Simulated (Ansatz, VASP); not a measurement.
# One calculation of CsPbCl3, two programs

File INCAR:

```
PREC = Accurate ; ENCUT = 520
EDIFF = 1E-6 ; ISMEAR = 0
SIGMA = 0.05 ; LREAL = False
LASPH = True ; NELM = 100
ALGO = Normal ; ISIF = 2
LWAVE = False ; LCHARG = False
GGA = PE ; NBANDS = 30
```

KPOINTS

```
regular mesh
0
Gamma
  6 6 6
```

File POSCAR:

```
CsPbCl3
1.0
    5.7356751395      0.0000000000      0.0000000000
    0.0000000000      5.7356751395      0.0000000000
    0.0000000000      0.0000000000      5.7356751395
Cs Pb Cl
1 1 3
Direct
    0.0348694783      0.0000000000      0.0000000000
    0.5000000000      0.5000000000      0.5000000000
    0.0000000000      0.5000000000      0.5000000000
    0.5000000000      0.5000000000      0.0000000000
    0.5000000000      0.0000000000      0.5000000000
```

Input for Ansatz:

```yaml
crystal:
  lattice:
    - [5.7356751395, 0.0, 0.0]
    - [0.0, 5.7356751395, 0.0]
    - [0.0, 0.0, 5.7356751395]
  atoms:
    - { symbol: Cs, position: [0.0348694783, 0.0, 0.0] }
    - { symbol: Pb, position: [0.5, 0.5, 0.5] }
    - { symbol: Cl, position: [0.0, 0.5, 0.5] }
    - { symbol: Cl, position: [0.5, 0.5, 0.0] }
    - { symbol: Cl, position: [0.5, 0.0, 0.5] }
basis:
  ecutwfc: 420
  ecutrho_ratio: 4
kpoints:
  mp_grid: { grid: [6, 6, 6] }
hamiltonian:
  xc: pbe
scf:
  occupations: { method: gaussian, width: 0.05 }
output:
  forces: true
  stress: true
  eigenvalues: true
  write_density: true
  write_potential: true
  elf: true
  volumetric_format: npy
```

Alike in both runs: task single point; functional PBE; k mesh 6 × 6 × 6; occupations gaussian, width 0.05 eV; no spin polarisation.

```csv
,VASP,Ansatz
version,VASP 6.6.1,Ansatz 0.2.0
potentials or method,"VASP PAW PBE potentials, release 64 (Cs_sv, Pb_d, Cl), cutoff 520 eV","scalar-relativistic, plane waves, PAW"
valence electrons in the cell,44,44
```

```tsv
	VASP	Ansatz	Ansatz less VASP
gap on the k mesh at the Fermi level (eV)	2.22	2.21	-0.008
least direct gap on the mesh (eV)	2.22	2.21	-0.008
pressure (GPa)	0.0	0.0	+0.05
rms of the force components (eV/Å)	0.016	0.016	0.0000
```

Atom by atom the forces differ by 0.000 eV/Å (rms over components).

Neither program's run includes spin-orbit coupling.
